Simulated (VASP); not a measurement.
**Sr: single point with r2SCAN**

Crystal: Sr.

```
Sr
1.0
     4.43930    0.00000    0.00000
    -2.21965    3.84455    0.00000
     0.00000    0.00000    7.15575
Sr
2
Direct
  0.33333 0.66667 0.25000
  0.66667 0.33333 0.75000
```

This cell differs from its parent crystal: strain +0.030 along x and y, +0.015 along z.

```yaml
Program: VASP 6.6.1
Task: single point
Functional: r2SCAN
Potentials_or_basis: VASP PAW PBE potentials, release 64 (Sr_sv)
Cutoff: 520 eV
k_mesh: 12 × 12 × 8
Occupations: gaussian, width 0.15 eV
Spin: no spin polarisation
Dipole_correction: no
Further_INCAR_settings: ALGO = Normal; EDIFF = 1e-07; NBANDS = 17
```

```json
{
 "Pressure": "-0.7 GPa",
 "Band gap on the k mesh": "zero (bands 10 and 11 overlap by 0.45 eV)"
}
```

Stress tensor (GPa, compression positive):
```
-0.82  0.00  0.00
 0.00 -0.82  0.00
 0.00  0.00 -0.44
```

Levels at points of the mesh, in eV from the Fermi level:
```
           k point  band 6  band 7  band 8  band 9  band 10  band 11  band 12  band 13  band 14  band 15
(0.00, 0.00, 0.00)  -19.53  -19.53  -19.52   -3.71    -1.01    -0.13     2.48     2.48     2.58     2.90
(0.50, 0.00, 0.00)  -19.58  -19.56  -19.55   -1.13    -0.67     0.20     0.36     1.34     1.96     2.35
(0.00, 0.00, 0.50)  -19.54  -19.54  -19.54   -2.77    -2.77     1.45     1.45     2.47     2.47     2.47
(0.50, 0.00, 0.50)  -19.56  -19.56  -19.56   -0.72    -0.72     0.07     0.07     1.51     1.51     3.08
```

It took 22 min on 1 thread of Oxide Virtual Turin-like Processor (shared host), peak memory 0.34 GiB.

Caveat: the cell differs from its parent crystal (strain +0.030 along x and y, +0.015 along z); the PAW data sets were made with another functional, which shifts forces and pressure a little.
